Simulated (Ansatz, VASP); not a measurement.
This is a calculation of Fe for Ansatz 0.2.0.

File input.yaml:

```yaml
crystal:
  lattice:
    - [-1.4333151444, 1.4333151444, 1.4333151444]
    - [1.4333151444, -1.4333151444, 1.4333151444]
    - [1.4333151444, 1.4333151444, -1.4333151444]
  atoms:
    - { symbol: Fe, position: [0.0, 0.0, 0.0], spin: 2.549, spin_axis: [-0.576212, 0.815875, 0.048246] }
kpoints:
  mp_grid: { grid: [10, 10, 10] }
scf:
  occupations: { method: gaussian, width: 0.15 }
hamiltonian:
  xc: lda
  pseudopotentials: { kind: all_electron, lapw: { basis_error: 0.001 } }
magnetization:
  noncollinear: true
output:
  forces: true
  stress: true
  eigenvalues: true
```

Potentials or basis: all-electron LAPW, scalar-relativistic.

Launch:

```bash
$ ansatz run input.yaml --threads 2 --pin off --max-ram 6144MiB --backend cpu --events-out ev --progress --plain --runs-dir out
```

Q: Set up the same calculation for VASP 6.6.1. Potentials there: VASP PAW LDA potentials, release 64 (Fe).

A: As run (the cutoff follows the program's own potentials):

File INCAR:

```
PREC = Accurate
ENCUT = 520
EDIFF = 1E-6
ISMEAR = 0
SIGMA = 0.15
LREAL = False
LASPH = True
NELM = 150
ALGO = Normal
ISIF = 2
LWAVE = False
LCHARG = False
LNONCOLLINEAR = True
MAGMOM = -1.469 2.08 0.123
LORBIT = 11
LMAXMIX = 4
NBANDS = 19
```

File KPOINTS:

```
regular mesh
0
Gamma
  10 10 10
```

The input POSCAR:

```
Fe
1.0
   -1.4333151444      1.4333151444      1.4333151444
    1.4333151444     -1.4333151444      1.4333151444
    1.4333151444      1.4333151444     -1.4333151444
Fe
1
Direct
    0.0000000000      0.0000000000      0.0000000000
```

Potentials or basis: VASP PAW LDA potentials, release 64 (Fe).

Run with:

```sh
$ cat potpaw_LDA.64/Fe/POTCAR > POTCAR
$ mpirun -np 1 vasp_ncl > vasp.out
```

Both were run:

|  | VASP | Ansatz | Ansatz less VASP |
| --- | --- | --- | --- |
| gap on the k mesh at the Fermi level (eV) | none | none | - |
| pressure (GPa) | -24.3 | -24.3 | 0.00 |
| net moment per atom (μB) | 2.14 | 2.14 | +0.001 |
| size of the moment on the site where the two differ most (μB) | 2.12 | 2.11 | -0.013 |

LDA's correlation is that of Perdew and Zunger in VASP and of Perdew and Wang (1992) in Ansatz. Site moments also hang on the region over which each program counts them. A gap of «none» marks a metal or a gap that the smearing closes. Ansatz ran all-electron here, and VASP with PAW potentials.

Noted on Ansatz's run: the k mesh is thin for a metal, which can move the energy by tens of meV per atom; the magnetic state may not be the lowest.
